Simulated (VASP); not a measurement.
**GaAs: relaxation of cell and atoms with PBEsol**

Crystal: GaAs.

```xyz
2
Lattice="0.0000 2.8124 2.8124 2.8124 0.0000 2.8124 2.8124 2.8124 0.0000" Properties=species:S:1:pos:R:3 pbc="T T T"
Ga    0.0000    0.0000    0.0000
As    1.4062    1.4062    1.4062
```

```json
{
 "Program": "VASP 6.6.1",
 "Task": "relaxation of cell and atoms",
 "Functional": "PBEsol",
 "Potentials or basis": "VASP PAW PBE potentials, release 64 (Ga_d, As)",
 "Cutoff": "500 eV",
 "k mesh": "12 × 12 × 12",
 "Occupations": "gaussian, width 0.02 eV",
 "Spin": "no spin polarisation",
 "Dipole correction": "no",
 "Further INCAR settings": "ALGO = Normal; EDIFF = 1e-07; IBRION = 2; EDIFFG = -0.01; NSW = 80; ISIF = 3"
}
```

```yaml
Relaxed_volume: 22.71 Å³/atom
Relaxed_cell: a = 4.005 Å, b = 4.005 Å, c = 4.005 Å, α = 60.00°, β = 60.00°, γ = 60.00°
Space_group_after_relaxing_to_0.1_Å: F-43m (No. 216)
Energy_gained_by_relaxing: 2.1 meV/atom
Ionic_steps: 3
Pressure_after_relaxing: 0.0 GPa
Band_gap_on_the_k_mesh: 0.42 eV
```

The path:
| step | energy change (eV) | largest force (eV/Å) | pressure (GPa) | volume (Å³) |
| --- | --- | --- | --- | --- |
| 1 | 0.0000 | 0.0000 | 1.47 | 44.49 |
| 2 | -0.0034 | 0.0000 | -0.61 | 45.82 |
| 3 | -0.0042 | 0.0000 | -0.02 | 45.41 |

Final structure:
```
CELL_PARAMETERS angstrom
0.00000 2.83168 2.83168
2.83168 0.00000 2.83168
2.83168 2.83168 0.00000
ATOMIC_POSITIONS crystal
Ga 0.00000 0.00000 0.00000
As 0.25000 0.25000 0.25000
```

Levels at points of the mesh, in eV from the valence-band top:
| k point | band 5 | band 6 | band 7 | band 8 | band 9 | band 10 | band 11 | band 12 | band 13 |
| --- | --- | --- | --- | --- | --- | --- | --- | --- | --- |
| (0.00, 0.00, 0.00) | -14.68 | -12.72 | 0.00 | 0.00 | 0.00 | 0.42 | 3.69 | 3.69 | 3.69 |
| (0.50, 0.00, 0.00) | -14.68 | -10.95 | -6.65 | -1.14 | -1.14 | 0.92 | 4.58 | 4.58 | 7.58 |
| (0.50, 0.50, 0.00) | -14.67 | -10.22 | -6.83 | -2.68 | -2.68 | 1.36 | 1.58 | 10.09 | 10.09 |

Wall time 2.9 min on 1 thread of Intel Xeon 8259CL, with other jobs on the host, peak memory 0.2 GiB.

Caveat: the PAW data sets were made with another functional, which shifts forces and pressure a little. A k mesh can miss the band edges.
